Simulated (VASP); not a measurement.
GaIr3: relaxation of cell and atoms with PBE

The system is GaIr3.

```
Ga Ir
1.0
     0.00000    3.12000    3.12000
     3.12000    0.00000    3.12000
     3.12000    3.12000    0.00000
Ga Ir
1 3
Direct
  0.00000 0.00000 0.00000
  0.25000 0.25000 0.25000
  0.75000 0.75000 0.75000
  0.50000 0.50000 0.50000
```

The cell was generated, and may not be a known phase.

| Quantity | Value |
| --- | --- |
| Program | VASP 6.6.1 |
| Task | relaxation of cell and atoms |
| Functional | PBE |
| Potentials or basis | VASP PAW PBE potentials, release 64 (Ga_d, Ir) |
| Cutoff | 600 eV |
| k mesh | 6 × 6 × 6 |
| Occupations | gaussian, width 0.1 eV |
| Spin | no spin polarisation |
| Dipole correction | no |
| Further INCAR settings | ALGO = Fast; EDIFF = 1e-06; IBRION = 2; EDIFFG = -0.04; NSW = 90; ISIF = 3 |

The relaxed volume is 14.88 Å³/atom. The relaxed cell is a = 4.383 Å, b = 4.383 Å, c = 4.383 Å, α = 60.00°, β = 60.00°, γ = 60.00°. The space group after relaxing (to 0.1 Å) is Fm-3m (No. 225). The energy gained by relaxing is 5.0 meV/atom, the ionic steps are 3 and the pressure after relaxing is -0.1 GPa. The band gap on the k mesh is zero (bands 20 and 21 overlap by 0.26 eV).

Step by step:
| step | energy change (eV) | largest force (eV/Å) | pressure (GPa) | volume (Å³) |
| --- | --- | --- | --- | --- |
| 1 | 0.0000 | 0.0000 | -5.01 | 60.74 |
| 2 | 0.0990 | 0.0000 | 14.12 | 56.66 |
| 3 | -0.0199 | 0.0000 | -0.09 | 59.52 |

Final structure:
```xyz
4
Lattice="0.0000 3.0989 3.0989 3.0989 0.0000 3.0989 3.0989 3.0989 0.0000" Properties=species:S:1:pos:R:3 pbc="T T T"
Ga    0.0000    0.0000    0.0000
Ir    1.5495    1.5495    1.5495
Ir    4.6484    4.6484    4.6484
Ir    3.0989    3.0989    3.0989
```

Levels at points of the mesh, in eV from the Fermi level:
```csv
k point,band 17,band 18,band 19,band 20,band 21,band 22,band 23,band 24
"(0.00, 0.00, 0.00)",-0.50,-0.05,-0.05,0.06,0.06,1.24,5.13,5.13
"(0.50, 0.00, 0.00)",-2.49,-0.34,-0.34,-0.06,-0.06,0.56,3.11,6.06
"(0.50, 0.50, 0.00)",-1.25,-1.20,-0.68,-0.42,-0.03,0.49,0.54,0.54
```

It took 3.2 min on 1 thread of AMD EPYC 7R43 64-Core Processor (Zen 3) (shared host), peak memory 0.2 GiB.

Caveat: spin-orbit coupling is left out, which moves the levels of the heavy elements.
